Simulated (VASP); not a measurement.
**SnTe3: single point with PBE**

Crystal: SnTe3.

```
Sn Te
1.0
     0.00000    3.85479    3.85479
     3.85479    0.00000    3.85479
     3.85479    3.85479    0.00000
Sn Te
1 3
Direct
  0.00000 0.00000 0.00000
  0.50000 0.50000 0.50000
  0.25000 0.25000 0.25000
  0.75000 0.75000 0.75000
```

```json
{"Program": "VASP 6.6.1", "Task": "single point", "Functional": "PBE", "Potentials or basis": "VASP PAW PBE potentials, release 64 (Sn_d, Te)", "Cutoff": "520 eV", "k mesh": "5 × 5 × 5", "Occupations": "fermi-dirac, width 0.02 eV", "Spin": "no spin polarisation"}
```

| Quantity | Value |
| --- | --- |
| Pressure | 0.4 GPa |

Levels at points of the mesh, in eV from the Fermi level:
```tsv
k point	band 14	band 15	band 16	band 17	band 18	band 19
(0.00, 0.00, 0.00)	-3.09	-3.09	-1.67	-1.67	-1.67	3.26
```

Run time: 50 s on 1 thread of Intel(R) Xeon(R) Platinum 8259CL CPU @ 2.50GHz (Skylake/Cascade Lake), with other jobs on the host, peak memory 0.25 GiB.

Caveat: this odd mesh misses L, where the gap lies, so gap, dielectric constants and Born charges aren't listed; spin-orbit coupling is left out, which moves the levels of the heavy elements.
